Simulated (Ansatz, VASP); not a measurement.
**Na: VASP beside Ansatz**

File INCAR:

```
PREC     = Accurate       # precision mode
ENCUT    = 520            # plane-wave cutoff, eV
EDIFF    = 1E-7           # SCF threshold, eV
ISMEAR   = 0              # smearing method
SIGMA    = 0.15           # smearing width, eV
LREAL    = F              # projectors in reciprocal space
LASPH    = T              # aspherical terms in the spheres
NELM     = 80             # most SCF steps
ALGO     = Fast           # electronic algorithm
ISIF     = 2              # what is computed and relaxed
LWAVE    = F              # write WAVECAR
LCHARG   = T              # write CHGCAR
GGA      = PE             # functional
LELF     = T              # ELF
LVHAR    = T            
NBANDS   = 14             # bands
```

File KPOINTS:

```
regular mesh
0
Gamma
  15 15 8
```

Contents of POSCAR:

```
Na
1.0
    3.7670009976      0.0000000000      0.0000000000
   -1.8835004988      3.2623185600      0.0000000000
    0.0000000000      0.0000000000      6.1540000000
Na
2
Direct
    0.3333333333      0.6666666667      0.2500000000
    0.6666666667      0.3333333333      0.7500000000
```

Input for Ansatz:

```yaml
crystal:
  lattice:
    - [3.7670009976, 0.0, 0.0]
    - [-1.8835004988, 3.26231856, 0.0]
    - [0.0, 0.0, 6.154]
  atoms:
    - { symbol: Na, position: [0.3333333333, 0.6666666667, 0.25] }
    - { symbol: Na, position: [0.6666666667, 0.3333333333, 0.75] }
basis:
  ecutwfc: 420
kpoints:
  mp_grid: { grid: [15, 15, 8] }
hamiltonian:
  xc: pbe
scf:
  occupations: { method: gaussian, width: 0.15 }
output:
  forces: true
  stress: true
  eigenvalues: true
```

Alike in both runs: task single point; functional PBE; k mesh 15 × 15 × 8; occupations gaussian, width 0.15 eV; no spin polarisation.

|  | VASP | Ansatz |
| --- | --- | --- |
| version | VASP 6.6.1 | Ansatz 0.2.0 |
| potentials or method | VASP PAW PBE potentials, release 64 (Na_pv), cutoff 520 eV | scalar-relativistic, plane waves, PAW |
| valence electrons in the cell | 14 | 18 |

|  | VASP | Ansatz | Ansatz less VASP |
| --- | --- | --- | --- |
| gap on the k mesh at the Fermi level (eV) | none | none | - |
| pressure (GPa) | -0.1 | -0.1 | -0.01 |

A gap of «none» marks a metal or a gap that the smearing closes. VASP's potentials hold 14 valence electrons a cell and Ansatz's 18, so a difference there can come from the potentials and not from the codes.
